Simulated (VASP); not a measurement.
# Mg2B3 (P6/mmm) in VASP: a series of runs, part 2 of 3

VASP 6.6.1. The steps go on from the part before.

## (4) Relaxation of cell and atoms, PBE

The input, INCAR:

```
SYSTEM = Mg2B3
PREC = Accurate
ENCUT = 600
EDIFF = 1E-7
ISMEAR = 0
SIGMA = 0.1
LREAL = .FALSE.
LASPH = .TRUE.
NELM = 100
ALGO = Normal
ISIF = 3
LWAVE = .FALSE.
LCHARG = .FALSE.
GGA = PE
IBRION = 2
NSW = 90
EDIFFG = -0.04
```

The input, KPOINTS:

```
regular mesh
0
G
  6 6 4
  0 0 0
```

The input, POSCAR:

```
Mg2B3
1.0
    3.9130684300      0.0000000000      0.0000000000
   -1.9565342200      3.3888166700      0.0000000000
    0.0000000000      0.0000000000      5.3116199300
Mg B
2 3
Direct
    0.3333333300      0.6666666700      0.5000000000
    0.6666666700      0.3333333300      0.5000000000
    0.0000000000      0.0000000000      0.7048169300
    0.0000000000      0.0000000000      0.2951830700
    0.0000000000      0.0000000000      0.0000000000
```

Run with:

```sh
cat potpaw_PBE.64/Mg/POTCAR potpaw_PBE.64/B/POTCAR > POTCAR
mpirun -np 1 vasp_std > vasp.out
```

It took 2.8 min on 1 thread of Intel Xeon 6975P-C, shared host; peak memory 0.21 GiB.

The run converged. Its results:

```yaml
Free_energy: -19.9515 eV
Relaxed_volume: 16.82 Å³/atom
Relaxed_cell: a = 4.549 Å, b = 4.549 Å, c = 4.692 Å, α = 90.00°, β = 90.00°, γ = 120.00°
Space_group_after_relaxing_to_0.05_Å: P6/mmm (No. 191)
Energy_gained_by_relaxing: 531.9 meV/atom
Ionic_steps: 15
Pressure_after_relaxing: 0.0 GPa
Largest_force_after_relaxing: 0.005 eV/Å
```

Forces in eV/Å, atoms in the order of the input:
```
Mg   0.000  0.000  0.000
Mg   0.000  0.000  0.000
B    0.000  0.000  0.005
B    0.000  0.000 -0.005
B    0.000  0.000  0.000
```

Stress tensor (GPa, compression positive):
```
 0.09  0.00  0.00
 0.00  0.09  0.00
 0.00  0.00 -0.19
```

Step by step:
```csv
step,energy change (eV),largest force (eV/Å),pressure (GPa),volume (Å³)
1,0.0000,2.9830,6.20,70.44
2,-2.3781,1.8540,2.94,75.12
3,-2.2546,2.9596,9.78,76.75
4,-2.4991,1.1806,5.03,75.74
5,-2.5090,0.1737,6.91,76.16
6,-2.5150,0.4565,6.45,76.06
7,-2.5543,2.2175,-1.29,83.94
8,-2.6112,1.1414,1.80,80.37
9,-2.6062,1.3365,-1.87,86.05
10,-2.6474,0.1535,-0.13,83.00
11,-2.6578,0.1838,0.51,83.77
12,-2.6585,0.1766,0.36,83.61
13,-2.6579,0.3399,0.05,84.09
14,-2.6592,0.0418,0.22,83.81
15,-2.6594,0.0049,-0.01,84.08
```

Final structure:
```
Mg B
1.0
     4.54903    0.00000    0.00000
    -2.27451    3.93958    0.00000
     0.00000    0.00000    4.69168
Mg B
2 3
Direct
  0.33333 0.66667 0.50000
  0.66667 0.33333 0.50000
  0.00000 0.00000 0.66893
  0.00000 0.00000 0.33107
  0.00000 0.00000 0.00000
```

Levels at points of the mesh, in eV from the Fermi level:
| k point | band 5 | band 6 | band 7 | band 8 | band 9 | band 10 |
| --- | --- | --- | --- | --- | --- | --- |
| (0.00, 0.00, 0.00) | -3.19 | -1.41 | 1.73 | 1.73 | 2.92 | 3.33 |
| (0.50, 0.00, 0.00) | -3.78 | -0.59 | 0.76 | 1.62 | 2.70 | 3.02 |
| (0.00, 0.00, 0.50) | -2.26 | -0.90 | -0.53 | -0.53 | 1.11 | 2.11 |
| (0.50, 0.00, 0.50) | -2.93 | -2.66 | -0.99 | -0.01 | 2.60 | 4.66 |

Caveat: the volume moved by over 15 % at a fixed basis, so the end points are rough.

## (5) Single point, PBE

This run uses another cell than the first one, of 17.16 Å³/atom, 1.218 times its volume.

The input, INCAR:

```
PREC = Accurate
ENCUT = 520
EDIFF = 1E-7
ISMEAR = 0
SIGMA = 0.1
LREAL = False
LASPH = True
NELM = 60
ALGO = Normal
ISIF = 2
LWAVE = False
LCHARG = True
GGA = PE
LELF = True
LVHAR = True
NBANDS = 14
```

The input, KPOINTS:

```
regular mesh
0
Gamma
  12 12 8
```

The input, POSCAR:

```
Mg2B3
1.0
    4.6013157191      0.0000000000      0.0000000000
   -2.3006578596      3.9848563036      0.0000000000
    0.0000000000      0.0000000000      4.6794987302
Mg B
2 3
Direct
    0.3333333333      0.6666666667      0.5000000000
    0.6666666667      0.3333333333      0.5000000000
    0.0000000000      0.0000000000      0.6686601056
    0.0000000000      0.0000000000      0.3313398944
    0.0000000000      0.0000000000      0.0000000000
```

Potentials or basis: VASP PAW PBE potentials, release 64 (Mg, B).

Run with:

```sh
cat potpaw_PBE.64/Mg/POTCAR potpaw_PBE.64/B/POTCAR > POTCAR
mpirun -np 1 vasp_std > vasp.out
```

OUTCAR:

```text
PREC = Accurate
   ENCUT = 520
   EDIFF = 1E-7
   ISMEAR = 0
   LREAL = False
   LASPH = True
   NELM = 60
   ISIF = 2
   GGA = PE

 ion  position               nearest neighbor table
   1  0.333  0.667  0.500-   2 2.66   2 2.66   2 2.66   4 2.77   3 2.77   4 2.77   3 2.77   4 2.77
                             3 2.77
   2  0.667  0.333  0.500-   1 2.66   1 2.66   1 2.66   4 2.77   3 2.77   3 2.77   4 2.77   3 2.77
                             4 2.77
   3  0.000  0.000  0.669-   5 1.55   4 1.58   1 2.77   2 2.77   2 2.77   1 2.77   2 2.77   1 2.77

   4  0.000  0.000  0.331-   5 1.55   3 1.58   1 2.77   2 2.77   2 2.77   1 2.77   2 2.77   1 2.77

   5  0.000  0.000  0.000-   3 1.55   4 1.55

  LATTYP: Found a hexagonal cell.
 ALAT       =     4.6013157191
 C/A-ratio  =     1.0169914468

  Lattice vectors:

 A1 = (   4.6013157191,   0.0000000000,   0.0000000000)
 A2 = (  -2.3006578596,   3.9848563036,   0.0000000000)
 A3 = (   0.0000000000,   0.0000000000,   4.6794987302)

Analysis of symmetry for initial positions (statically):
=====================================================================
 Subroutine PRICEL returns:
 Original cell was already a primitive cell.

 Routine SETGRP: Setting up the symmetry group for a
 hexagonal supercell.

 Subroutine GETGRP returns: Found 24 space group operations
 (whereof 24 operations were pure point group operations)
 out of a pool of 24 trial point group operations.

The static configuration has the point symmetry D_6h.

Analysis of symmetry for dynamics (positions and initial velocities):
=====================================================================
 Subroutine PRICEL returns:
 Original cell was already a primitive cell.

 Routine SETGRP: Setting up the symmetry group for a
 hexagonal supercell.

 Subroutine GETGRP returns: Found 24 space group operations
 (whereof 24 operations were pure point group operations)
 out of a pool of 24 trial point group operations.

The dynamic configuration has the point symmetry D_6h.

[... 139 lines left out ...]
 maximum number of plane-waves:      2336
 NGX is ok and might be reduce to    36
   NGX = 17   NGY = 17   NGZ = 17

 number of electron      13.0000000 magnetization

 Free energy of the ion-electron system (eV)
  ---------------------------------------------------
  ext. energy  EPLUGINS =         0.00000000
  ---------------------------------------------------
  free energy    TOTEN  =       -19.88547591 eV

  energy without entropy =      -19.87372800  energy(sigma->0) =      -19.87960195

 E-fermi :   2.3089     XC(G=0):  -8.5187

 val. band max:        2.3088132217   @ k =   0.1667   0.0000   0.2500
 cond. band min:       2.3175976877   @ k =   0.3333   0.1667   0.1250
 fundamental gap:      0.0087844659
 Fermi energy:         2.3089434069

 k-point     1 :       0.0000    0.0000    0.0000
  band No.  band energies     occupation
      1      -8.3280      2.00000
      2      -3.8445      2.00000
      3      -3.6439      2.00000
      4      -0.8366      2.00000
      5      -0.8366      2.00000
      6       0.7879      2.00000
      7       3.9902      0.00000
      8       3.9902      0.00000
      9       5.2505      0.00000
     10       5.7199      0.00000
     11       5.7199      0.00000
     12       5.9699      0.00000
     13       5.9699      0.00000
     14       7.0991      0.00000
[... 377 lines left out ...]
      1      -7.8558      2.00000
      2      -4.4246      2.00000
      3      -2.9119      2.00000
      4      -2.7584      2.00000
      5      -1.2075      2.00000
      6       1.9205      2.00000
      7       2.4585      0.03439
      8       3.9607      0.00000
      9       4.5579      0.00000
     10       5.7473      0.00000
     11       6.0037      0.00000
     12       6.7431      0.00000
     13       7.2342      0.00000
     14       8.9449      0.00000

 [... further k-points ...]

------------------------ aborting loop because EDIFF is reached ----------------------------------------

  FORCE on cell =-STRESS in cart. coord.  units (eV):
  Direction    XX          YY          ZZ          XY          YZ          ZX
  --------------------------------------------------------------------------------------
  -------------------------------------------------------------------------------------
  Total       -0.0291805     -0.0291805     -0.0414727      0.0000000     -0.0000000      0.0000000
  in kB       -0.5448899     -0.5448899     -0.7744243      0.0000000     -0.0000000      0.0000000
  external PRESSURE =      -0.6214014 kB  Pullay stress =       0.0000000 kB

 VOLUME and BASIS-vectors are now :
 -----------------------------------------------------------------------------
  energy-cutoff  :      520.00
  volume of cell :       85.80
      direct lattice vectors                 reciprocal lattice vectors
     4.601315719  0.000000000  0.000000000     0.217329143  0.125475039  0.000000000
    -2.300657860  3.984856304  0.000000000     0.000000000  0.250950078  0.000000000
     0.000000000  0.000000000  4.679498730     0.000000000  0.000000000  0.213698103

 POSITION                                       TOTAL-FORCE (eV/Angst)
 -----------------------------------------------------------------------------------
     -0.00000      2.65657      2.33975        -0.000000      0.000000      0.000000
      2.30066      1.32829      2.33975         0.000000      0.000000      0.000000
      0.00000      0.00000      3.12899        -0.000000      0.000000     -0.004129
      0.00000      0.00000      1.55050         0.000000     -0.000000      0.004129
      0.00000      0.00000      0.00000         0.000000      0.000000      0.000000
 -----------------------------------------------------------------------------------
    total drift:                               -0.000000     -0.000000     -0.000000

  FREE ENERGIE OF THE ION-ELECTRON SYSTEM (eV)
  ---------------------------------------------------
  free  energy   TOTEN  =       -19.8854759062 eV

  energy  without entropy=      -19.8737279987  energy(sigma->0) =      -19.87960195
```

It took 1.7 min on 1 thread of Intel Xeon 6975P-C, shared host; peak memory 0.27 GiB.

What came out:

```yaml
Free_energy: -19.8855 eV
Pressure: -0.1 GPa
Largest_force: 0.004 eV/Å
```

Forces in eV/Å, atoms in the order of the input:
```
Mg   0.000  0.000  0.000
Mg   0.000  0.000  0.000
B    0.000  0.000 -0.004
B    0.000  0.000  0.004
B    0.000  0.000  0.000
```

[end of part 2 of 3]
